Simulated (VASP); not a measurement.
Write the native input for VASP 6.6.1 that does the following.

| Property | Result |
| --- | --- |
| Task | single point |
| Functional | PBE |
| Potentials or basis | VASP PAW PBE potentials, release 64 (Na_pv, H) |
| Cutoff | 520 eV |
| k mesh | 10 × 10 × 10 |
| Occupations | gaussian, width 0.05 eV |
| Spin | no spin polarisation |
| Dipole correction | no |
| Further INCAR settings | ALGO = Normal; EDIFF = 1e-07; NBANDS = 11 |

The structure of NaH lies in POSCAR:

```
NaH
1.0
    2.8073678000      0.0000000000      0.0000000000
    0.0000000000      2.8073678000      0.0000000000
    0.0000000000      0.0000000000      2.8812459000
Na H
1 1
Direct
    0.0000000000      0.0000000000      0.0000000000
    0.5000000000      0.5000000000      0.5000000000
```

This cell differs from its parent crystal: strain -0.050 along x and y, -0.025 along z.

One way to write it, as run:

INCAR

```
PREC = Accurate
ENCUT = 520
EDIFF = 1E-7
ISMEAR = 0
SIGMA = 0.05
LREAL = F
LASPH = T
NELM = 80
ALGO = Normal
ISIF = 2
LWAVE = F
LCHARG = F
GGA = PE
NBANDS = 11
```

KPOINTS

```
Automatic mesh
0
Gamma
  10 10 10
```

Potentials or basis: VASP PAW PBE potentials, release 64 (Na_pv, H).

Launch:

```console
$ cat potpaw_PBE.64/Na_pv/POTCAR potpaw_PBE.64/H/POTCAR > POTCAR
$ mpirun -np 1 vasp_std > vasp.out
```

Results of the run:

```yaml
Pressure: 4.2 GPa
Band_gap_on_the_k_mesh: 0.86 eV (least direct gap 4.76 eV)
```

Caveat: the cell differs from its parent crystal (strain -0.050 along x and y, -0.025 along z); the cell stands under pressure.

Run time: 32 s on 1 thread of Intel Xeon 8259CL, on a shared host, peak memory 0.15 GiB.
